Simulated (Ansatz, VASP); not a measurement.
Two plane-wave programs on Al2O3

```
Al O
1.0
     2.36059    1.36288    4.29462
    -2.36059    1.36288    4.29462
     0.00000   -2.72577    4.29462
Al O
4 6
Direct
  0.85213 0.85213 0.85213
  0.64787 0.64787 0.64787
  0.14787 0.14787 0.14787
  0.35213 0.35213 0.35213
  0.05616 0.44384 0.75000
  0.75000 0.05616 0.44384
  0.44384 0.75000 0.05616
  0.94384 0.55616 0.25000
  0.25000 0.94384 0.55616
  0.55616 0.25000 0.94384
```

Alike in both runs: task single point; functional PBE; k mesh 6 × 6 × 6; occupations gaussian, width 0.05 eV; no spin polarisation.

|  | VASP | Ansatz |
| --- | --- | --- |
| version | VASP 6.6.1 | Ansatz 0.2.0 |
| potentials or method | VASP PAW PBE potentials, release 64 (Al, O), cutoff 520 eV | scalar-relativistic, plane waves, PAW |
| valence electrons in the cell | 48 | 48 |

|  | VASP | Ansatz | Ansatz less VASP |
| --- | --- | --- | --- |
| gap on the k mesh at the Fermi level (eV) | 6.54 | 6.55 | +0.002 |
| least direct gap on the mesh (eV) | 6.54 | 6.55 | +0.002 |
| pressure (GPa) | 14.1 | 14.1 | -0.02 |
| traceless stress, the component that is largest in VASP (GPa) | -0.70 | -0.70 | +0.001 |
| rms of the force components (eV/Å) | 0.028 | 0.028 | -0.0001 |

Atom by atom the forces differ by 0.004 eV/Å (rms over components).
